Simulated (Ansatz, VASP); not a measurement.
# BN: VASP beside Ansatz

```
B N
1.0
     2.54397    0.00000    0.00000
    -1.27198    2.20314    0.00000
     0.00000    0.00000    4.20774
B N
2 2
Direct
  0.66667 0.33333 0.97513
  0.33333 0.66667 0.52446
  0.66667 0.33333 0.66085
  0.33333 0.66667 0.08955
```

Change from the starting cell: mode 8 (973.5 1/cm) frozen in, largest displacement -0.150 Å.

Alike in both runs: task single point; functional r2SCAN; k mesh 12 × 12 × 6; occupations gaussian, width 0.05 eV; no spin polarisation.

```csv
,VASP,Ansatz
version,VASP 6.6.1,Ansatz 0.2.0
potentials or method,"VASP PAW PBE potentials, release 64 (B, N), cutoff 520 eV","scalar-relativistic, plane waves, PAW"
valence electrons in the cell,16,16
```

Ansatz gave:

| Property | Result |
| --- | --- |
| gap on the k mesh at the Fermi level (eV) | 5.41 |
| least direct gap on the mesh (eV) | 7.62 |
| pressure (GPa) | 23.4 |
| traceless stress, the component that is largest in VASP (GPa) | 40.78 |
| rms of the force components (eV/Å) | 4.545 |

Problem. What did VASP give for the same quantities?

Solution. gap on the k mesh at the Fermi level (eV): 5.39; least direct gap on the mesh (eV): 7.62; pressure (GPa): 24.5; traceless stress, the component that is largest in VASP (GPa): 40.72; rms of the force components (eV/Å): 4.562.

VASP's potentials were made for PBE, not for r2SCAN. Atom by atom the forces differ by 0.024 eV/Å (rms over components).
